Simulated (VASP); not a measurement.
## MgCd3Se4: single point with PBE

Crystal: MgCd3Se4.

```
Mg Cd Se
1.0
     4.14906    0.00000    0.00000
     0.00000    4.14906    0.00000
     0.00000    0.00000   11.73531
Mg Cd Se
1 3 4
Cartesian
  0.0000 0.0000 5.8677
  0.0000 0.0000 0.0000
  2.0745 2.0745 2.9338
  2.0745 2.0745 8.8015
  0.0000 0.0000 2.9338
  2.0745 2.0745 5.8677
  0.0000 0.0000 8.8015
  2.0745 2.0745 0.0000
```

| Quantity | Value |
| --- | --- |
| Program | VASP 6.6.1 |
| Task | single point |
| Functional | PBE |
| Potentials or basis | VASP PAW PBE potentials, release 64 (Mg, Cd, Se) |
| Cutoff | 520 eV |
| k mesh | 4 × 4 × 2 |
| Occupations | gaussian, width 0.1 eV |
| Spin | no spin polarisation |

| Property | Result |
| --- | --- |
| Pressure | -4.2 GPa |
| Largest force | 0.181 eV/Å |
| Band gap on the k mesh | zero (bands 31 and 32 overlap by 0.38 eV) |

Forces on the atoms (eV/Å):
```
Mg   0.000  0.000  0.000
Cd   0.000  0.000  0.000
Cd   0.000  0.000  0.016
Cd   0.000  0.000 -0.016
Se   0.000  0.000  0.181
Se   0.000  0.000  0.000
Se   0.000  0.000 -0.181
Se   0.000  0.000  0.000
```

Stress tensor (GPa, compression positive):
```
-4.03  0.00  0.00
 0.00 -4.03  0.00
 0.00  0.00 -4.53
```

Levels at points of the mesh, in eV from the Fermi level:
| k point | band 27 | band 28 | band 29 | band 30 | band 31 | band 32 | band 33 | band 34 | band 35 | band 36 |
| --- | --- | --- | --- | --- | --- | --- | --- | --- | --- | --- |
| (0.00, 0.00, 0.00) | -1.11 | -1.11 | -0.47 | -0.46 | -0.46 | -0.27 | 0.28 | 2.28 | 2.64 | 4.83 |
| (0.50, 0.00, 0.00) | -0.40 | -0.13 | -0.11 | -0.05 | -0.03 | 3.09 | 3.10 | 3.66 | 3.78 | 4.70 |
| (0.50, 0.50, 0.00) | -2.64 | -1.79 | -1.77 | -1.77 | -1.77 | -0.41 | 0.25 | 2.73 | 3.07 | 5.12 |
| (0.00, 0.00, 0.50) | -1.55 | -0.71 | -0.71 | -0.62 | -0.62 | 0.39 | 0.88 | 1.76 | 2.14 | 4.85 |
| (0.50, 0.00, 0.50) | -0.97 | -0.74 | -0.12 | -0.11 | -0.07 | 3.76 | 3.77 | 3.80 | 3.89 | 4.07 |
| (0.50, 0.50, 0.50) | -2.17 | -2.17 | -2.14 | -2.06 | -2.06 | 1.04 | 1.04 | 1.06 | 1.97 | 5.46 |

It took 63 s on 1 thread of Intel(R) Xeon(R) 6975P-C (Granite Rapids), with other jobs on the host, peak memory 0.33 GiB.

Caveat: the k points lie up to 0.38 Å⁻¹ apart; semilocal functionals underestimate gaps, so a narrow gap can read as zero.
